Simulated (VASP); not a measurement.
Runs of VASP 6.6.1 on Ir. The structure is that of space group P6_3/mmc (No. 194), or close to it. The cells are those of the table. 

| cell | gap on the mesh (eV) | pressure (GPa) |
| --- | --- | --- |
| a = 2.702, b = 2.702, c = 4.373 Å, angles 90.0, 90.0, 120.0°, 2 atoms | none | 15.6 |
| a = 2.730, b = 2.730, c = 4.420 Å, angles 90.0, 90.0, 120.0°, 2 atoms | none | (a) |
| a = 2.750, b = 2.750, c = 4.452 Å, angles 90.0, 90.0, 120.0°, 2 atoms | none | -5.6 |
| a = 2.729, b = 2.729, c = 4.421 Å, angles 90.0, 90.0, 120.0°, 2 atoms | none | 2.5 |

Alike in all rows: task single point; level r2SCAN; potentials or basis VASP PAW PBE potentials, release 64 (Ir); no spin polarisation; k mesh 18 × 18 × 10; cutoff (eV) 520; smearing gaussian 0.05 eV.

Question: Estimate the missing entries.

Answer: (a) 2.4.

Caveats: the PAW data sets were made with another functional, which shifts forces and pressure a little; spin-orbit coupling is left out, which moves the levels of the heavy elements.

A k mesh can miss the band edges, and the runs leave out spin-orbit coupling on Ir.

A gap of «none» marks levels without a gap at the run's occupations.
